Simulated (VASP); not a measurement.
# HfB2 (P6/mmm) in VASP: single point with PBEsol

Aim: the single point of HfB2 with PBEsol.

All numbers are computed with VASP 6.6.1; they aren't measurements. Logs are shortened: lines on timing, memory, paths and dates and some standing lists are left out, and cuts for length are marked.

## (1) The cell of the first run

It takes space group P6/mmm (No. 191, hexagonal). The conventional cell has a = 3.140 Å, b = 3.140 Å, c = 3.480 Å, α = 90.00°, β = 90.00°, γ = 120.00°. Within 3.3 Å of Hf (site symmetry 6/mmm) lie 12 B at 2.51 Å and 6 Hf at 3.14 Å. Within 2.4 Å of B (site symmetry -6m2) lie 3 B at 1.81 Å.

## (2) Single point, PBEsol

INCAR

```
PREC = Accurate ; ENCUT = 500
EDIFF = 1E-6 ; ISMEAR = -1
SIGMA = 0.1 ; LREAL = False
LASPH = True ; NELM = 120
ALGO = Normal ; ISIF = 2
LWAVE = False ; LCHARG = False
GGA = PS ; NBANDS = 44
GGA_COMPAT = False
```

KPOINTS

```
regular mesh
0
Gamma
  2 2 3
```

POSCAR

```
HfB2
1.0
    6.2800002680      0.0000000000      0.0000000000
   -3.1400001340      5.4386397679      0.0000000000
    0.0000000000      0.0000000000      3.4800000000
Hf B
4 8
Direct
    0.0000000000      0.0000000000      0.0000000000
    0.0000000000      0.5000000000      0.0000000000
    0.5000000000      0.0000000000      0.0000000000
    0.5000000000      0.5000000000      0.0000000000
    0.1666666667      0.3333333333      0.5000000000
    0.3333333333      0.1666666667      0.5000000000
    0.1666666667      0.8333333333      0.5000000000
    0.3333333333      0.6666666667      0.5000000000
    0.6666666667      0.3333333333      0.5000000000
    0.8333333333      0.1666666667      0.5000000000
    0.6666666667      0.8333333333      0.5000000000
    0.8333333333      0.6666666667      0.5000000000
```

Potentials or basis: VASP PAW PBE potentials, release 64 (Hf_pv, B).

On the command line:

```console
$ cat potpaw_PBE.64/Hf_pv/POTCAR potpaw_PBE.64/B/POTCAR > POTCAR
$ mpirun -np 1 vasp_std > vasp.out
```

OUTCAR:

```text
PREC = Accurate
   ENCUT = 500
   EDIFF = 1E-6
   ISMEAR = -1
   LREAL = False
   LASPH = True
   NELM = 120
   ISIF = 2
   GGA = PS

 ion  position               nearest neighbor table
   1  0.000  0.000  0.000-   6 2.51  11 2.51   6 2.51  11 2.51   5 2.51   5 2.51  12 2.51  12 2.51
                             7 2.51  10 2.51   7 2.51  10 2.51   3 3.14   3 3.14   4 3.14   2 3.14
   2  0.000  0.500  0.000-   8 2.51   9 2.51   8 2.51   9 2.51   7 2.51   7 2.51  10 2.51  10 2.51
                            12 2.51   5 2.51   5 2.51  12 2.51   4 3.14   4 3.14   1 3.14   1 3.14
   3  0.500  0.000  0.000-   7 2.51  10 2.51   7 2.51  10 2.51   9 2.51   8 2.51   9 2.51   8 2.51
                            11 2.51   6 2.51   6 2.51  11 2.51   1 3.14   1 3.14   4 3.14   4 3.14
   4  0.500  0.500  0.000-   5 2.51  12 2.51   5 2.51  12 2.51  11 2.51   6 2.51  11 2.51   6 2.51
                             8 2.51   9 2.51   8 2.51   9 2.51   2 3.14   2 3.14   3 3.14   3 3.14
   5  0.167  0.333  0.500-   6 1.81  10 1.81   8 1.81   4 2.51   4 2.51   1 2.51   1 2.51   2 2.51
                             2 2.51
   6  0.333  0.167  0.500-   5 1.81   9 1.81   7 1.81   1 2.51   1 2.51   4 2.51   4 2.51   3 2.51
                             3 2.51
   7  0.167  0.833  0.500-   8 1.81  12 1.81   6 1.81   3 2.51   3 2.51   2 2.51   2 2.51   1 2.51
                             1 2.51
   8  0.333  0.667  0.500-   7 1.81  11 1.81   5 1.81   2 2.51   2 2.51   3 2.51   3 2.51   4 2.51
                             4 2.51
   9  0.667  0.333  0.500-  10 1.81   6 1.81  12 1.81   2 2.51   2 2.51   3 2.51   3 2.51   4 2.51
[... 14 lines left out ...]
 A1 = (   6.2800002680,   0.0000000000,   0.0000000000)
 A2 = (  -3.1400001340,   5.4386397679,   0.0000000000)
 A3 = (   0.0000000000,   0.0000000000,   3.4800000000)

Analysis of symmetry for initial positions (statically):
=====================================================================
 Subroutine PRICEL returns following result:

  LATTYP: Found a hexagonal cell.
 ALAT       =     3.1400001340
 C/A-ratio  =     1.1082802075

  Lattice vectors:

 A1 = (   3.1400001340,   0.0000000000,   0.0000000000)
 A2 = (  -1.5700000670,   2.7193198840,   0.0000000000)
 A3 = (   0.0000000000,   0.0000000000,   3.4800000000)

   4 primitive cells build up your supercell.

 Routine SETGRP: Setting up the symmetry group for a
 hexagonal supercell.

 Subroutine GETGRP returns: Found 24 space group operations
 (whereof 24 operations were pure point group operations)
 out of a pool of 24 trial point group operations.

The static configuration has the point symmetry D_6h.

Analysis of symmetry for dynamics (positions and initial velocities):
=====================================================================
 Subroutine PRICEL returns following result:

[... 117 lines left out ...]
   IALGO  =     38    algorithm
   IMIX   =      4    mixing-type and parameters
     AMIX     =   0.40;   BMIX     =  1.00
     AMIX_MAG =   1.60;   BMIX_MAG =  1.00
  volume/ion in A,a.u.               =       9.90        66.84
  Fermi-wavevector in a.u.,A,eV,Ry     =   1.331860  2.516850 24.134692  1.773850
  Thomas-Fermi vector in A             =   2.460838
   LORBIT       =      0    0 simple, 1 ext, 2 COOP (PROOUT), +10 PAW based schemes
   GGA     = PS    functional components
   LHFCALC =     F    Hartree Fock is set to
   AEXX    =    0.0000 exact exchange contribution
   IVDW    =     0    specifies the selected vdW correction
   LEPSILON=     F    determine dielectric tensor
   LRPA    =     F    only Hartree local field effects (RPA)
 non-spin polarized calculation
  energy-cutoff  :      500.00
  volume of cell :      118.86
 maximum number of plane-waves:      3055
 NGX is ok and might be reduce to    48
   NGX = 23   NGY = 23   NGZ = 13

 number of electron      63.9999990 magnetization

 Free energy of the ion-electron system (eV)
  ---------------------------------------------------
  ext. energy  EPLUGINS =         0.00000000
  ---------------------------------------------------
  free energy    TOTEN  =      -111.26035299 eV

  energy without entropy =     -111.19295837  energy(sigma->0) =     -111.22665568

 E-fermi :   7.8632     XC(G=0): -12.6786

 val. band max:        6.7999860106   @ k =   0.5000   0.0000   0.0000
 cond. band min:       7.9357789731   @ k =   0.5000   0.0000   0.0000
 fundamental gap:      1.1357929625
 Fermi energy:         7.8631750325

 k-point     1 :       0.0000    0.0000    0.0000
  band No.  band energies     occupation
      1     -23.3136      2.00000
      2     -23.3136      2.00000
      3     -23.3136      2.00000
      4     -23.0482      2.00000
      5     -22.9140      2.00000
      6     -22.9140      2.00000
[... 177 lines left out ...]
     43      12.7084      0.00000
     44      12.7086      0.00000

------------------------ aborting loop because EDIFF is reached ----------------------------------------

  FORCE on cell =-STRESS in cart. coord.  units (eV):
  Direction    XX          YY          ZZ          XY          YZ          ZX
  --------------------------------------------------------------------------------------
  -------------------------------------------------------------------------------------
  Total       -2.9038894     -2.9038894     -3.6066039      0.0000000      0.0000000      0.0000000
  in kB      -39.1436624    -39.1436624    -48.6160683      0.0000000      0.0000000      0.0000000
  external PRESSURE =     -42.3011310 kB  Pullay stress =       0.0000000 kB

 VOLUME and BASIS-vectors are now :
 -----------------------------------------------------------------------------
  energy-cutoff  :      500.00
  volume of cell :      118.86
      direct lattice vectors                 reciprocal lattice vectors
     6.280000268  0.000000000  0.000000000     0.159235662  0.091934752  0.000000000
    -3.140000134  5.438639768  0.000000000     0.000000000  0.183869505  0.000000000
     0.000000000  0.000000000  3.480000000     0.000000000  0.000000000  0.287356322

 POSITION                                       TOTAL-FORCE (eV/Angst)
 -----------------------------------------------------------------------------------
      0.00000      0.00000      0.00000         0.000000     -0.000000     -0.000000
     -1.57000      2.71932      0.00000         0.000000     -0.000000     -0.000000
      3.14000      0.00000      0.00000         0.000000     -0.000000      0.000000
      1.57000      2.71932      0.00000         0.000000     -0.000000     -0.000000
      0.00000      1.81288      1.74000        -0.000000     -0.000000     -0.000000
      1.57000      0.90644      1.74000        -0.000000      0.000000     -0.000000
     -1.57000      4.53220      1.74000        -0.000000     -0.000000      0.000000
     -0.00000      3.62576      1.74000         0.000000      0.000000      0.000000
      3.14000      1.81288      1.74000        -0.000000     -0.000000     -0.000000
      4.71000      0.90644      1.74000         0.000000      0.000000     -0.000000
      1.57000      4.53220      1.74000        -0.000000     -0.000000      0.000000
      3.14000      3.62576      1.74000         0.000000      0.000000     -0.000000
 -----------------------------------------------------------------------------------
    total drift:                               -0.000000      0.000000      0.000000

  FREE ENERGIE OF THE ION-ELECTRON SYSTEM (eV)
  ---------------------------------------------------
  free  energy   TOTEN  =      -111.2603529906 eV

  energy  without entropy=     -111.1929583746  energy(sigma->0) =     -111.22665568
```

OSZICAR:

```text
N       E                     dE             d eps       ncg     rms          rms(c)
DAV:   1     0.227577746231E+03    0.22758E+03   -0.32105E+04   360   0.136E+03
DAV:   2    -0.107634866821E+03   -0.33521E+03   -0.32020E+03   440   0.336E+02
DAV:   3    -0.120312336154E+03   -0.12677E+02   -0.12499E+02   448   0.510E+01
DAV:   4    -0.120458247938E+03   -0.14591E+00   -0.14540E+00   424   0.599E+00
DAV:   5    -0.120460325406E+03   -0.20775E-02   -0.20753E-02   424   0.603E-01    0.106E+02
DAV:   6    -0.111663140821E+03    0.87972E+01   -0.22565E+01   396   0.160E+01    0.729E+01
DAV:   7    -0.111732235009E+03   -0.69094E-01   -0.93417E+00   428   0.109E+01    0.198E+01
DAV:   8    -0.111311260656E+03    0.42097E+00   -0.38602E+00   392   0.690E+00    0.736E+00
DAV:   9    -0.111260825515E+03    0.50435E-01   -0.36221E-01   404   0.230E+00    0.172E+00
DAV:  10    -0.111261100794E+03   -0.27528E-03   -0.86735E-03   432   0.381E-01    0.131E+00
DAV:  11    -0.111260353010E+03    0.74778E-03   -0.30901E-03   412   0.202E-01    0.110E-01
DAV:  12    -0.111260354840E+03   -0.18293E-05   -0.14450E-04   400   0.510E-02    0.126E-01
DAV:  13    -0.111260352763E+03    0.20765E-05   -0.10058E-05   396   0.117E-02    0.118E-02
DAV:  14    -0.111260352991E+03   -0.22747E-06   -0.77057E-07   276   0.376E-03
   1 F= -.11126035E+03 E0= -.11122666E+03  d E =-.673946E-01
```

stdout:

```text
POSCAR found type information on POSCAR HfB
 POSCAR found :  2 types and      12 ions
 scaLAPACK will be used
 -----------------------------------------------------------------------------
|                                                                             |
|                                                                             |
|     You enforced a specific xc type in the INCAR file but a different       |
|     I HOPE YOU KNOW WHAT YOU ARE DOING!                                     |
|                                                                             |
 -----------------------------------------------------------------------------

 LDA part: xc-table for (Slater+PW92), standard interpolation
 POSCAR, INCAR and KPOINTS ok, starting setup
 FFT: planning ... GRIDC
 FFT: planning ... GRID_SOFT
 FFT: planning ... GRID
 WAVECAR not read
 entering main loop
```

Wall time 27 s (1 thread of Intel Xeon Platinum 8488C (Sapphire Rapids), shared host); peak memory 0.23 GiB.

Results:

| Quantity | Value |
| --- | --- |
| Free energy | -111.2604 eV |
| Pressure | -4.2 GPa |
| Band gap on the k mesh | zero (bands 32 and 33 overlap by 0.38 eV) |

Caveat: the k points lie up to 0.60 Å⁻¹ apart; the PAW data sets were made with another functional, which shifts forces and pressure a little; spin-orbit coupling is left out, which moves the levels of the heavy elements.
